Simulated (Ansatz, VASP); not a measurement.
## ZnSe: VASP beside Ansatz

Contents of INCAR:

```
SYSTEM = ZnSe
PREC = Accurate ; ENCUT = 520
EDIFF = 1E-6 ; ISMEAR = 0
SIGMA = 0.019000000000000003 ; LREAL = .FALSE.
LASPH = .TRUE. ; NELM = 80
ALGO = Normal ; ISIF = 2
LWAVE = .FALSE. ; LCHARG = .FALSE.
GGA = PE ; NBANDS = 16
```

Contents of KPOINTS:

```
regular mesh
0
G
  8 8 8
  0 0 0
```

The input POSCAR:

```
ZnSe
1.0
    0.0000000000      2.8338000000      2.8338000000
    2.8338000000      0.0000000000      2.8338000000
    2.8338000000      2.8338000000      0.0000000000
Se Zn
1 1
Direct
    0.7500000000      0.7500000000      0.7500000000
    0.0000000000      0.0000000000      0.0000000000
```

The input input.yaml:

```yaml
crystal:
  lattice:
    - [0.0, 2.8338, 2.8338]
    - [2.8338, 0.0, 2.8338]
    - [2.8338, 2.8338, 0.0]
  atoms:
    - { symbol: Se, position: [0.75, 0.75, 0.75] }
    - { symbol: Zn, position: [0.0, 0.0, 0.0] }
hamiltonian:
  xc: pbe
  pseudopotentials: { kind: paw }
kpoints:
  mp_grid: { grid: [8, 8, 8] }
scf:
  occupations: { method: gaussian, width: 0.019 }
output:
  forces: true
  stress: true
  eigenvalues: true
  write_density: true
  write_potential: true
  elf: true
  volumetric_format: npy
```

Alike in both runs: task single point; functional PBE; k mesh 8 × 8 × 8; occupations gaussian, width 0.019 eV; no spin polarisation.

```csv
,VASP,Ansatz
version,VASP 6.6.1,Ansatz 0.2.0
potentials or method,"VASP PAW PBE potentials, release 64 (Se, Zn)",Ansatz PAW
plane-wave cutoff (eV),520,420
valence electrons in the cell,18,28
```

|  | VASP | Ansatz | Ansatz less VASP |
| --- | --- | --- | --- |
| gap on the k mesh at the Fermi level (eV) | 1.29 | 1.29 | -0.002 |
| least direct gap on the mesh (eV) | 1.29 | 1.29 | -0.002 |
| pressure (GPa) | 2.3 | 2.1 | -0.24 |

With one functional, cell and mesh, what is left measures potentials, basis and numerics. VASP's potentials hold 18 valence electrons a cell and Ansatz's 28, so a difference there can come from the potentials and not from the codes.
